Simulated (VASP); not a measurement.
Wanted: the native input for a VASP 6.6.1 run.

| Property | Result |
| --- | --- |
| Task | single point |
| Functional | PBEsol |
| Potentials or basis | VASP PAW PBE potentials, release 64 (Si, C) |
| Cutoff | 520 eV |
| k mesh | 2 × 2 × 2, shifted |
| Occupations | fermi-dirac, width 0.1551 eV |
| Spin | no spin polarisation |
| Dipole correction | no |
| Further INCAR settings | LREAL = Auto; ALGO = Normal; EDIFF = 1e-07; NBANDS = 46 |

The structure of SiC lies in POSCAR:

```
SiC
1.0
    0.0000000000      4.4332765519      4.4332765519
    4.4332765519      0.0000000000      4.4332765519
    4.4332765519      4.4332765519      0.0000000000
Si C
8 8
Direct
   -0.0436874392     -0.0728308952      0.0261187180
   -0.0536149724      0.0107460023      0.5053447431
   -0.0521617583      0.4793868542     -0.0132289288
   -0.0525464625      0.4660415329      0.5344329352
    0.4275428067      0.0198109680     -0.0298879392
    0.4665726299      0.0168195011      0.5092270860
    0.4216173925      0.5241282543      0.0062045532
    0.4455664962      0.5356132134      0.5104692824
    0.3133181483      0.3812029275      0.3969416253
    0.3035427599      0.3846058282      0.8603059059
    0.3261082369      0.9225048228      0.3445167433
    0.3027462835      0.8730946411      0.8668924564
    0.7905391101      0.4078436071      0.3817204905
    0.8255105354      0.3255699217      0.9215210132
    0.8494083227      0.8313920769      0.4265062145
    0.8189778954      0.8771195423      0.8575613219
```

This cell differs from its parent crystal: dynamics (nvt langevin) at 1800 K, volume x 1.06, from the last frame before.

These files were run (other wordings do the same):

INCAR

```
SYSTEM = SiC
PREC = Accurate
ENCUT = 520
EDIFF = 1E-7
ISMEAR = -1
SIGMA = 0.1551
LREAL = Auto
LASPH = .True.
NELM = 100
ALGO = Normal
ISIF = 2
LWAVE = .False.
LCHARG = .False.
GGA = PS
NBANDS = 46
```

KPOINTS

```
Automatic mesh
0
Gamma
  2 2 2
  0.5 0.5 0.5
```

Potentials or basis: VASP PAW PBE potentials, release 64 (Si, C).

Command:

```bash
$ cat potpaw_PBE.64/Si/POTCAR potpaw_PBE.64/C/POTCAR > POTCAR
$ mpirun -np 1 vasp_std > vasp.out
```

It gave:

```yaml
Pressure: -7.4 GPa
Largest_force: 4.887 eV/Å
Band_gap_on_the_k_mesh: 1.13 eV (least direct gap 1.14 eV)
```

Caveat: the k points lie up to 0.61 Å⁻¹ apart; the atoms stand as in a frame of molecular dynamics; the PAW data sets were made with another functional, which shifts forces and pressure a little; a shifted mesh leaves out Γ, where band edges can lie.

It took 100 s on 1 thread of Intel(R) Xeon(R) 6975P-C (Granite Rapids), with other jobs on the host, peak memory 0.36 GiB.
